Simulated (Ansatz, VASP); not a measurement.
# One calculation of CoRu2, two programs

```
Co Ru
1.0
     2.68451    0.00000    0.00000
    -1.34226    2.32485    0.00000
     0.00000    0.00000   12.44702
Co Ru
2 4
Direct
  0.33333 0.66667 0.75000
  0.66667 0.33333 0.25000
  0.33333 0.66667 0.08534
  0.33333 0.66667 0.41466
  0.66667 0.33333 0.58534
  0.66667 0.33333 0.91466
```

Alike in both runs: functional PBE; k mesh 6 × 6 × 2; occupations gaussian, width 0.1 eV; collinear spin.

Ansatz relaxed the structure, and its values are those at the end. VASP's run is a single point on that final structure, the one shown.

|  | VASP | Ansatz |
| --- | --- | --- |
| version | VASP 6.6.1 | Ansatz 0.2.0 |
| potentials or method | VASP PAW PBE potentials, release 64 (Co, Ru_pv), cutoff 520 eV | scalar-relativistic, plane waves, PAW |
| valence electrons in the cell | 74 | 98 |

```csv
,VASP,Ansatz,Ansatz less VASP
gap on the k mesh at the Fermi level (eV),none,none,-
pressure (GPa),-0.2,0.0,+0.25
rms of the force components (eV/Å),0.013,0.008,-0.0043
net moment per atom (μB),0.44,0.45,+0.005
size of the moment on the site where the two differ most (μB),1.33,1.37,+0.039
```

Site moments also hang on the region over which each program counts them. A gap of «none» marks a metal or a gap that the smearing closes. VASP's potentials hold 74 valence electrons a cell and Ansatz's 98, so a difference there can come from the potentials and not from the codes.

The k mesh is coarse, so the values compare programs but aren't converged.
